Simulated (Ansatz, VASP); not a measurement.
Two plane-wave programs on CoSi2

Contents of INCAR:

```
PREC     = Accurate       # precision mode
ENCUT    = 520            # plane-wave cutoff, eV
EDIFF    = 1E-6           # SCF threshold, eV
ISMEAR   = 0              # smearing method
SIGMA    = 0.05           # smearing width, eV
LREAL    = False          # projectors in reciprocal space
LASPH    = True           # aspherical terms in the spheres
NELM     = 100            # most SCF steps
ALGO     = Normal         # electronic algorithm
ISIF     = 2              # what is computed and relaxed
LWAVE    = False          # write WAVECAR
LCHARG   = False          # write CHGCAR
NBANDS   = 16             # bands
```

File KPOINTS:

```
Automatic mesh
0
Gamma
  14 14 14
```

The input POSCAR:

```
CoSi2
1.0
    0.0000000000      2.6542713426      2.6542713426
    2.6542713426      0.0000000000      2.6542713426
    2.6542713426      2.6542713426      0.0000000000
Co Si
1 2
Direct
    0.0000000000      0.0000000000      0.0000000000
    0.2500000000      0.2500000000      0.2500000000
    0.7500000000      0.7500000000      0.7500000000
```

Input for Ansatz:

```yaml
crystal:
  lattice:
    - [0.0, 2.6542713426, 2.6542713426]
    - [2.6542713426, 0.0, 2.6542713426]
    - [2.6542713426, 2.6542713426, 0.0]
  atoms:
    - { symbol: Co, position: [0.0, 0.0, 0.0] }
    - { symbol: Si, position: [0.25, 0.25, 0.25] }
    - { symbol: Si, position: [0.75, 0.75, 0.75] }
basis:
  ecutwfc: 420
  ecutrho_ratio: 4
kpoints:
  mp_grid: { grid: [14, 14, 14] }
hamiltonian:
  xc: lda
scf:
  occupations: { method: gaussian, width: 0.05 }
output:
  forces: true
  stress: true
  eigenvalues: true
```

Alike in both runs: task single point; functional LDA; k mesh 14 × 14 × 14; occupations gaussian, width 0.05 eV; no spin polarisation.

|  | VASP | Ansatz |
| --- | --- | --- |
| version | VASP 6.6.1 | Ansatz 0.2.0 |
| potentials or method | VASP PAW LDA potentials, release 64 (Co, Si), cutoff 520 eV | scalar-relativistic, plane waves, PAW |
| valence electrons in the cell | 17 | 25 |

```tsv
	VASP	Ansatz	Ansatz less VASP
gap on the k mesh at the Fermi level (eV)	none	none	-
pressure (GPa)	-3.6	-3.8	-0.20
```

LDA's correlation is that of Perdew and Zunger in VASP and of Perdew and Wang (1992) in Ansatz. A gap of «none» marks a metal or a gap that the smearing closes. VASP's potentials hold 17 valence electrons a cell and Ansatz's 25, so a difference there can come from the potentials and not from the codes.
